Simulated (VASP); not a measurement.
# LuZn2In2 (P-3m1) in VASP: single point with LDA

Aim: the single point of LuZn2In2 with LDA.

Program: VASP 6.6.1. These are calculated values, not measurements. Logs are shortened: lines on timing, memory, paths and dates and some standing lists are left out, and cuts for length are marked.

### 1 The cell of the first run

Symmetry: P-3m1, No. 164, trigonal system. Conventional cell: a = 4.497 Å, b = 4.497 Å, c = 6.012 Å, α = 90.00°, β = 90.00°, γ = 120.00°. In (site symmetry 3m) has 5 Zn at 2.64 to 3.18 Å and 3 Lu at 3.18 Å within 3.5 Å. Within 3.9 Å of Lu (site symmetry -3m) lie 6 Zn at 2.93 Å and 6 In at 3.18 Å. Within 3.5 Å of Zn (site symmetry 3m) lie 5 In at 2.64 to 3.18 Å and 3 Lu at 2.93 Å.

### 2 Single point, LDA

Contents of INCAR:

```
ALGO = Normal
EDIFF = 1E-6
ENCUT = 520
GGA = CA
ISIF = 2
ISMEAR = 1
LASPH = T
LCHARG = F
LREAL = F
LWAVE = F
NBANDS = 46
NELM = 60
PREC = Accurate
SIGMA = 0.0654
```

Contents of KPOINTS:

```
k-points
0
Gamma
  7 7 4
```

Contents of POSCAR:

```
LuZn2In2
1.0
    4.4968668595      0.0000000000      0.0000000000
   -2.2484334298      3.8944009378      0.0000000000
    0.0000000000      0.0000000000      6.0120745243
In Lu Zn
2 1 2
Direct
    0.3333333333      0.6666666667      0.6959126495
    0.6666666667      0.3333333333      0.3040873505
    0.0000000000      0.0000000000      0.0000000000
    0.3333333333      0.6666666667      0.2246298316
    0.6666666667      0.3333333333      0.7753701684
```

Potentials or basis: VASP PAW PBE potentials, release 64 (In_d, Lu, Zn).

Command:

```sh
$ cat potpaw_PBE.64/In_d/POTCAR potpaw_PBE.64/Lu/POTCAR potpaw_PBE.64/Zn/POTCAR > POTCAR
$ mpirun -np 1 vasp_std > vasp.out
```

OUTCAR:

```text
EDIFF = 1E-6
   ENCUT = 520
   GGA = CA
   ISIF = 2
   ISMEAR = 1
   LASPH = T
   LREAL = F
   NELM = 60
   PREC = Accurate

 ion  position               nearest neighbor table
   1  0.333  0.667  0.696-   5 2.64   5 2.64   5 2.64   4 2.83   3 3.18   3 3.18   3 3.18   4 3.18
                             2 3.51   2 3.51   2 3.51
   2  0.667  0.333  0.304-   4 2.64   4 2.64   4 2.64   5 2.83   3 3.18   3 3.18   3 3.18   5 3.18
                             1 3.51   1 3.51   1 3.51
   3  0.000  0.000  0.000-   4 2.93   5 2.93   5 2.93   4 2.93   5 2.93   4 2.93   1 3.18   2 3.18
                             1 3.18   2 3.18   2 3.18   1 3.18
   4  0.333  0.667  0.225-   2 2.64   2 2.64   2 2.64   1 2.83   3 2.93   3 2.93   3 2.93   1 3.18

   5  0.667  0.333  0.775-   1 2.64   1 2.64   1 2.64   2 2.83   3 2.93   3 2.93   3 2.93   2 3.18

  LATTYP: Found a hexagonal cell.
 ALAT       =     4.4968668595
 C/A-ratio  =     1.3369474152

  Lattice vectors:

 A1 = (   4.4968668595,   0.0000000000,   0.0000000000)
 A2 = (  -2.2484334298,   3.8944009378,   0.0000000000)
 A3 = (   0.0000000000,   0.0000000000,   6.0120745243)

Analysis of symmetry for initial positions (statically):
=====================================================================
 Subroutine PRICEL returns:
 Original cell was already a primitive cell.

 Routine SETGRP: Setting up the symmetry group for a
 hexagonal supercell.

 Subroutine GETGRP returns: Found 12 space group operations
 (whereof 12 operations were pure point group operations)
 out of a pool of 24 trial point group operations.

The static configuration has the point symmetry D_3d.

Analysis of symmetry for dynamics (positions and initial velocities):
=====================================================================
 Subroutine PRICEL returns:
 Original cell was already a primitive cell.

 Routine SETGRP: Setting up the symmetry group for a
 hexagonal supercell.

 Subroutine GETGRP returns: Found 12 space group operations
 (whereof 12 operations were pure point group operations)
 out of a pool of 24 trial point group operations.

The dynamic configuration has the point symmetry D_3d.

 Subroutine INISYM returns: Found 12 space group operations
 (whereof 12 operations are pure point group operations),
 and found     1 'primitive' translations

----------------------------------------------------------------------------------------

                                     Primitive cell

  volume of cell :     105.2871

  direct lattice vectors                    reciprocal lattice vectors
     4.496866859  0.000000000  0.000000000     0.222377053  0.128389451  0.000000000
    -2.248433430  3.894400938  0.000000000     0.000000000  0.256778903  0.000000000
     0.000000000  0.000000000  6.012074524     0.000000000  0.000000000  0.166331937

  length of vectors
     4.496866859  4.496866860  6.012074524     0.256778903  0.256778903  0.166331937

  position of ions in fractional coordinates (direct lattice)
     0.333333333  0.666666667  0.695912650
     0.666666667  0.333333333  0.304087350
     0.000000000  0.000000000  0.000000000
     0.333333333  0.666666667  0.224629832
     0.666666667  0.333333333  0.775370168

  ion indices of the primitive-cell ions
   primitive index   ion index
                 1           1
                 2           2
                 3           3
                 4           4
                 5           5

----------------------------------------------------------------------------------------

 KPOINTS: k-points

Automatic generation of k-mesh.
 Grid dimensions read from file:
 generate k-points for:    7    7    4

 Generating k-lattice:

  Cartesian coordinates                     Fractional coordinates (reciprocal lattice)
     0.031768150  0.018341350  0.000000000     0.142857143  0.000000000  0.000000000
     0.000000000  0.036682700  0.000000000     0.000000000  0.142857143  0.000000000
     0.000000000  0.000000000  0.041582984     0.000000000  0.000000000  0.250000000

  Length of vectors
     0.036682700  0.036682700  0.041582984

  Shift w.r.t. Gamma in fractional coordinates (k-lattice)
     0.000000000  0.000000000  0.000000000

 Subroutine IBZKPT returns following result:
 ===========================================

 Found     28 irreducible k-points:

 Following reciprocal coordinates:
            Coordinates               Weight
  0.000000  0.000000  0.000000      1.000000
  0.142857 -0.000000  0.000000      6.000000
  0.285714 -0.000000  0.000000      6.000000
  0.428571 -0.000000  0.000000      6.000000
  0.142857  0.142857  0.000000      6.000000
  0.285714  0.142857  0.000000     12.000000
[... 16 lines left out ...]
  0.285714 -0.000000  0.500000      6.000000
  0.428571 -0.000000  0.500000      6.000000
 [... further k-points ...]
   k-points           NKPTS =     28   k-points in BZ     NKDIM =     28   number of bands    NBANDS=     46
   number of dos      NEDOS =    301   number of ions     NIONS =      5
   total plane-waves  NPLWV =  62208
   dimension x,y,z NGX =    36 NGY =   36 NGZ =   48
   dimension x,y,z NGXF=    72 NGYF=   72 NGZF=   96
   ions per type =               2   1   2
   NGX,Y,Z   is equivalent  to a cutoff of  13.31, 13.31, 13.27 a.u.
   NGXF,Y,Z  is equivalent  to a cutoff of  26.62, 26.62, 26.55 a.u.
 SYSTEM =  unknown system
   PREC   = accura    normal or accurate (medium, high low for compatibility)
   ISTART =      0    job   : 0-new  1-cont  2-samecut
   ICHARG =      2    charge: 1-file 2-atom 10-const
   ISPIN  =      1    spin polarized calculation?
   LNONCOLLINEAR =      F non collinear calculations
   LSORBIT =      F    spin-orbit coupling
   LASPH  =      T    aspherical Exc in radial PAW
   ENCUT  =  520.0 eV  38.22 Ry    6.18 a.u.   8.36  8.36 11.18*2*pi/ulx,y,z
   NELM   =     60;   NELMIN=  2; NELMDL= -5     # of ELM steps
   EDIFF  = 0.1E-05   stopping-criterion for ELM
   LREAL  =      F    real-space projection
   EDIFFG = 0.1E-04   stopping-criterion for IOM
   NSW    =      0    number of steps for IOM
   IBRION =     -1    ionic relax: 0-MD 1-quasi-New 2-CG
   NFREE  =      0    steps in history (QN), initial steepest desc. (CG)
   ISIF   =      2    stress and relaxation
   ISYM   =      2    0-nonsym 1-usesym 2-fastsym
   POTIM  = 0.5000    time-step for ionic-motion
   TEBEG  =    0.0;   TEEND  =   0.0 temperature during run
   PSTRESS=    0.0 pullay stress
   NELECT =      75.0000    total number of electrons
   NUPDOWN=      -1.0000    fix difference up-down
   EMIN   =  10.00;   EMAX   =-10.00  energy-range for DOS
   EFERMI =   0.00;   METHOD = LEGACY
   ISMEAR =     1;   SIGMA  =   0.07  broadening in eV -4-tet -1-fermi 0-gaus
   EFERMI_NEDOS =   21; number of points for ismear=-14 and -15
   IALGO  =     38    algorithm
   IMIX   =      4    mixing-type and parameters
     AMIX     =   0.40;   BMIX     =  1.00
     AMIX_MAG =   1.60;   BMIX_MAG =  1.00
  volume/ion in A,a.u.               =      21.06       142.10
  Fermi-wavevector in a.u.,A,eV,Ry     =   1.462077  2.762925 29.084753  2.137669
  Thomas-Fermi vector in A             =   2.578333
   LORBIT       =      0    0 simple, 1 ext, 2 COOP (PROOUT), +10 PAW based schemes
   GGA     = CA    functional components
   LHFCALC =     F    Hartree Fock is set to
   AEXX    =    0.0000 exact exchange contribution
   IVDW    =     0    specifies the selected vdW correction
   LEPSILON=     F    determine dielectric tensor
   LRPA    =     F    only Hartree local field effects (RPA)
 non-spin polarized calculation
 Methfessel and Paxton  Order N= 1 SIGMA  =   0.07
  energy-cutoff  :      520.00
  volume of cell :      105.29
 maximum number of plane-waves:      2878
 NGX is ok and might be reduce to    36
   NGX = 17   NGY = 17   NGZ = 23

 number of electron      74.9999963 magnetization

 Free energy of the ion-electron system (eV)
  ---------------------------------------------------
  ext. energy  EPLUGINS =         0.00000000
  ---------------------------------------------------
  free energy    TOTEN  =       -16.13726820 eV

  energy without entropy =      -16.13675953  energy(sigma->0) =      -16.13709864

 E-fermi :   4.8006     XC(G=0): -11.2100

 val. band max:        4.7978283558   @ k =   0.1429  -0.0000   0.2500
 cond. band min:       4.8376972779   @ k =   0.2857   0.1429   0.0000
 fundamental gap:      0.0398689220
 Fermi energy:         4.8005997567

 k-point     1 :       0.0000    0.0000    0.0000
  band No.  band energies     occupation
      1     -51.2728      2.00000
      2     -22.2024      2.00000
      3     -22.1373      2.00000
      4     -22.1373      2.00000
      5      -9.5721      2.00000
      6      -9.5523      2.00000
[... 38 lines left out ...]
     45       8.6493      0.00000
     46       9.3303      0.00000

 k-point     2 :       0.1429   -0.0000    0.0000
  band No.  band energies     occupation
      1     -51.2727      2.00000
      2     -22.2016      2.00000
      3     -22.1429      2.00000
      4     -22.1386      2.00000
      5      -9.5736      2.00000
      6      -9.5476      2.00000
[... 38 lines left out ...]
     45       9.0066      0.00000
     46      10.3925      0.00000

 k-point     3 :       0.2857   -0.0000    0.0000
  band No.  band energies     occupation
      1     -51.2725      2.00000
      2     -22.1999      2.00000
      3     -22.1554      2.00000
      4     -22.1417      2.00000
      5      -9.5718      2.00000
      6      -9.5369      2.00000
[... 38 lines left out ...]
     45      10.3300      0.00000
     46      11.4514      0.00000

 k-point     4 :       0.4286   -0.0000    0.0000
  band No.  band energies     occupation
      1     -51.2724      2.00000
      2     -22.1985      2.00000
      3     -22.1655      2.00000
      4     -22.1441      2.00000
      5      -9.5746      2.00000
      6      -9.5281      2.00000
[... 920 lines left out ...]
     45       9.0394      0.00000
     46       9.8843      0.00000

 k-point    23 :       0.2857   -0.0000    0.5000
  band No.  band energies     occupation
      1     -51.2725      2.00000
      2     -22.2002      2.00000
      3     -22.1554      2.00000
      4     -22.1417      2.00000
      5      -9.5598      2.00000
      6      -9.5313      2.00000
[... 38 lines left out ...]
     45       9.6511      0.00000
     46      10.1385      0.00000

 k-point    24 :       0.4286   -0.0000    0.5000
  band No.  band energies     occupation
      1     -51.2724      2.00000
      2     -22.1987      2.00000
      3     -22.1654      2.00000
      4     -22.1441      2.00000
      5      -9.5511      2.00000
      6      -9.5299      2.00000
[... 38 lines left out ...]
     45       9.4479      0.00000
     46       9.9111      0.00000

 [... further k-points ...]

------------------------ aborting loop because EDIFF is reached ----------------------------------------

  FORCE on cell =-STRESS in cart. coord.  units (eV):
  Direction    XX          YY          ZZ          XY          YZ          ZX
  --------------------------------------------------------------------------------------
  -------------------------------------------------------------------------------------
  Total        0.2257875      0.2257875      0.1511250     -0.0000000      0.0000000     -0.0000000
  in kB        3.4358604      3.4358604      2.2997033     -0.0000000      0.0000000     -0.0000000
  external PRESSURE =       3.0571414 kB  Pullay stress =       0.0000000 kB

 VOLUME and BASIS-vectors are now :
 -----------------------------------------------------------------------------
  energy-cutoff  :      520.00
  volume of cell :      105.29
      direct lattice vectors                 reciprocal lattice vectors
     4.496866859  0.000000000  0.000000000     0.222377053  0.128389451  0.000000000
    -2.248433430  3.894400938  0.000000000     0.000000000  0.256778903  0.000000000
     0.000000000  0.000000000  6.012074524     0.000000000  0.000000000  0.166331937

 POSITION                                       TOTAL-FORCE (eV/Angst)
 -----------------------------------------------------------------------------------
     -0.00000      2.59627      4.18388        -0.000000     -0.000000     -0.009045
      2.24843      1.29813      1.82820         0.000000      0.000000      0.009045
      0.00000      0.00000      0.00000        -0.000000      0.000000     -0.000000
     -0.00000      2.59627      1.35049        -0.000000     -0.000000      0.008316
      2.24843      1.29813      4.66158         0.000000      0.000000     -0.008316
 -----------------------------------------------------------------------------------
    total drift:                                0.000000      0.000000      0.000000

  FREE ENERGIE OF THE ION-ELECTRON SYSTEM (eV)
  ---------------------------------------------------
  free  energy   TOTEN  =       -16.1372681983 eV

  energy  without entropy=      -16.1367595251  energy(sigma->0) =      -16.13709864
```

Wall time 2.4 min (1 thread of AMD EPYC 7R43 (Zen 3), shared host); peak memory 0.25 GiB.

What came out:

```
Free energy   : -16.1373 eV
Pressure      : 0.3 GPa
Largest force : 0.009 eV/Å
```

Forces in eV/Å, atoms in the order of the input:
```
In   0.000  0.000 -0.009
In   0.000  0.000  0.009
Lu   0.000  0.000  0.000
Zn   0.000  0.000  0.008
Zn   0.000  0.000 -0.008
```

Stress tensor (GPa, compression positive):
```
0.34 0.00 0.00
0.00 0.34 0.00
0.00 0.00 0.23
```

Caveat: the PAW data sets were made with another functional, which shifts forces and pressure a little; spin-orbit coupling is left out, which moves the levels of the heavy elements.
